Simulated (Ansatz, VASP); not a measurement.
## GaN in VASP and in Ansatz

```
Ga N
1.0
     2.24895    2.24895    0.00000
    -2.24895    2.24895    0.00000
     0.00000    2.24895    2.24895
Ga N
1 1
Cartesian
  0.0000 0.0000 0.0000
  -1.1245 3.3734 1.1245
```

Alike in both runs: functional r2SCAN; k mesh 14 × 14 × 14; occupations fermi-dirac, width 0.05 eV; no spin polarisation.

Ansatz relaxed the structure, and its values are those at the end. VASP's run is a single point on that final structure, the one shown.

|  | VASP | Ansatz |
| --- | --- | --- |
| version | VASP 6.6.1 | Ansatz 0.2.0 |
| potentials or method | VASP PAW PBE potentials, release 64 (Ga_d, N) | PAW with Ansatz's default frozen-core files, scalar-relativistic |
| plane-wave cutoff (eV) | 520 | 500 |
| valence electrons in the cell | 18 | 18 |

Ansatz gave:

```
pressure (GPa) : 0.0
```

Question: Which values does VASP return?

Answer: Pressure (GPa): 1.1.

VASP's potentials were made for PBE, not for r2SCAN.
